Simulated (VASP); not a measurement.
# Mn: single point with PBE

Crystal: Mn.

```
Mn
1.0
     0.00000    2.07728    2.07728
     2.07728    0.00000    2.07728
     2.07728    2.07728    0.00000
Mn
2
Direct
  0.87500 0.87500 0.87500
  0.12500 0.12500 0.12500
```

This isn't the form of Mn at room conditions, which is a 58-atom cubic cell.

| Item | Value |
| --- | --- |
| Program | VASP 6.6.1 |
| Task | single point |
| Functional | PBE |
| Potentials or basis | VASP PAW PBE potentials, release 64 (Mn_pv) |
| Cutoff | 520 eV |
| k mesh | 16 × 16 × 16 |
| Occupations | fermi-dirac, width 0.08 eV |
| Spin | collinear spin, ferromagnetic start |
| Starting moments | [3.0, 3.0] μB |
| Dipole correction | no |
| Further INCAR settings | ALGO = Normal; EDIFF = 1e-07; NBANDS = 24 |

```json
{"Pressure": "256.5 GPa", "Band gap on the k mesh": "zero (filled and empty bands overlap)", "Net moment": "0.00 μB per cell"}
```

Levels at points of the mesh, in eV from the Fermi level:
Spin up:
```tsv
k point	band 11	band 12	band 13	band 14	band 15	band 16
(0.00, 0.00, 0.00)	-3.19	-3.19	0.44	0.44	0.44	4.01
(0.50, 0.00, 0.00)	-3.62	-3.40	-0.09	1.78	1.78	3.34
(0.50, 0.50, 0.00)	-0.74	-0.74	0.27	0.27	3.67	3.67
```
Spin down:
| k point | band 10 | band 11 | band 12 | band 13 | band 14 | band 15 | band 16 | band 17 |
| --- | --- | --- | --- | --- | --- | --- | --- | --- |
| (0.00, 0.00, 0.00) | -3.19 | -3.19 | -3.19 | 0.44 | 0.44 | 0.44 | 4.01 | 4.01 |
| (0.50, 0.00, 0.00) | -3.62 | -3.62 | -3.40 | -0.09 | 1.78 | 1.78 | 3.34 | 3.34 |
| (0.50, 0.50, 0.00) | -3.52 | -0.74 | -0.74 | 0.27 | 0.27 | 3.67 | 3.67 | 5.67 |

It took 42 s on 1 thread of Intel(R) Xeon(R) 6975P-C (Granite Rapids), with other jobs on the host, peak memory 0.21 GiB.

Caveat: atoms lie so close that the PAW spheres overlap strongly, which falsifies energies and pressures; the cell stands under pressure.
